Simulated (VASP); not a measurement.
Write the native input for VASP 6.6.1 that does the following.

```
Task                   : relaxation of cell and atoms
Functional             : PBEsol
Potentials or basis    : VASP PAW PBE potentials, release 64 (Al)
Cutoff                 : 600 eV
k mesh                 : 20 × 20 × 20
Occupations            : fermi-dirac, width 0.15 eV
Spin                   : no spin polarisation
Dipole correction      : no
Further INCAR settings : ALGO = Normal; EDIFF = 1e-06; IBRION = 2; EDIFFG = -0.001; NSW = 80; ISIF = 3
```

The structure of Al lies in POSCAR:

```
Al
1.0
    0.0000000000      2.0077938076      2.0077938076
    2.0077938076      0.0000000000      2.0077938076
    2.0077938076      2.0077938076      0.0000000000
Al
1
Direct
    0.0000000000      0.0000000000      0.0000000000
```

The input as run:

INCAR

```
  ALGO = Normal
  EDIFF = 1E-6
  EDIFFG = -0.001
  ENCUT = 600
  GGA = PS
  IBRION = 2
  ISIF = 3
  ISMEAR = -1
  LASPH = True
  LCHARG = False
  LREAL = False
  LWAVE = False
  NELM = 100
  NSW = 80
  PREC = Accurate
  SIGMA = 0.15
```

KPOINTS

```
k-points
0
Gamma
  20 20 20
```

Potentials or basis: VASP PAW PBE potentials, release 64 (Al).

The run is started by

```console
$ cat potpaw_PBE.64/Al/POTCAR > POTCAR
$ mpirun -np 1 vasp_std > vasp.out
```

It gave:

```yaml
Relaxed_volume: 16.21 Å³/atom
Relaxed_cell: a = 2.841 Å, b = 2.841 Å, c = 2.841 Å, α = 60.00°, β = 60.00°, γ = 60.00°
Space_group_after_relaxing_to_0.05_Å: Fm-3m (No. 225)
Energy_gained_by_relaxing: 0.0 meV/atom
Ionic_steps: 3
Pressure_after_relaxing: 0.0 GPa
```

Caveat: the PAW data sets were made with another functional, which shifts forces and pressure a little.

It took 34 s on 1 thread of AMD EPYC 7R43 64-Core Processor (Zen 3) (shared host), peak memory 0.11 GiB.
